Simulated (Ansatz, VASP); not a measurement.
# CdSe in VASP and in Ansatz

The input INCAR:

```
ALGO = Normal
EDIFF = 1E-6
EDIFFG = -0.001
ENCUT = 600
GGA = PS
IBRION = 2
ISIF = 3
ISMEAR = 0
LASPH = True
LCHARG = False
LREAL = False
LWAVE = False
NELM = 100
NSW = 80
PREC = Accurate
SIGMA = 0.01
```

Contents of KPOINTS:

```
k-points
0
Gamma
  12 12 6
```

Contents of POSCAR:

```
CdSe
1.0
    4.3009267070      0.0000000000      0.0000000000
   -2.1504633535      3.7247117881      0.0000000000
    0.0000000000      0.0000000000      7.0223850878
Cd Se
2 2
Direct
    0.3333333333      0.6666666667      0.0046994920
    0.6666666667      0.3333333333      0.5046994920
    0.3333333333      0.6666666667      0.3803005080
    0.6666666667      0.3333333333      0.8803005080
```

Input for Ansatz:

```yaml
crystal:
  lattice:
    - [4.300926707, 0.0, 0.0]
    - [-2.1504633535, 3.7247117881, 0.0]
    - [0.0, 0.0, 7.0223850878]
  atoms:
    - { symbol: Cd, position: [0.3333333333, 0.6666666667, 0.004699492] }
    - { symbol: Cd, position: [0.6666666667, 0.3333333333, 0.504699492] }
    - { symbol: Se, position: [0.3333333333, 0.6666666667, 0.380300508] }
    - { symbol: Se, position: [0.6666666667, 0.3333333333, 0.880300508] }
basis:
  ecutwfc: 420
kpoints:
  mp_grid: { grid: [12, 12, 6] }
hamiltonian:
  xc: pbesol
scf:
  occupations: { method: fixed }
output:
  forces: true
  stress: true
  eigenvalues: true
relax:
  adjacent_minimum: "off"
  f_tol: 0.001
  max_steps: 60
  cell: { stress_tol: 0.01 }
```

Alike in both runs: task relaxation of cell and atoms; functional PBEsol; k mesh 12 × 12 × 6; no spin polarisation.

|  | VASP | Ansatz |
| --- | --- | --- |
| version | VASP 6.6.1 | Ansatz 0.2.0 |
| potentials or method | VASP PAW PBE potentials, release 64 (Cd, Se), cutoff 600 eV | scalar-relativistic, plane waves, PAW |
| occupations | gaussian, width 0.01 eV | fixed |
| valence electrons in the cell | 36 | 72 |

|  | VASP | Ansatz | Ansatz less VASP |
| --- | --- | --- | --- |
| gap on the k mesh at the Fermi level, each at its own relaxed structure (eV) | 0.53 | 0.54 | +0.010 |
| relaxed volume (Å³/atom) | 28.29 | 28.14 | -0.152 |
| relaxed length of the cell vector where the two differ most in proportion (Å) | 7.036 | 7.022 | -0.0135 |

VASP's potentials were made for PBE, not for PBEsol. VASP's potentials hold 36 valence electrons a cell and Ansatz's 72, so a difference there can come from the potentials and not from the codes.
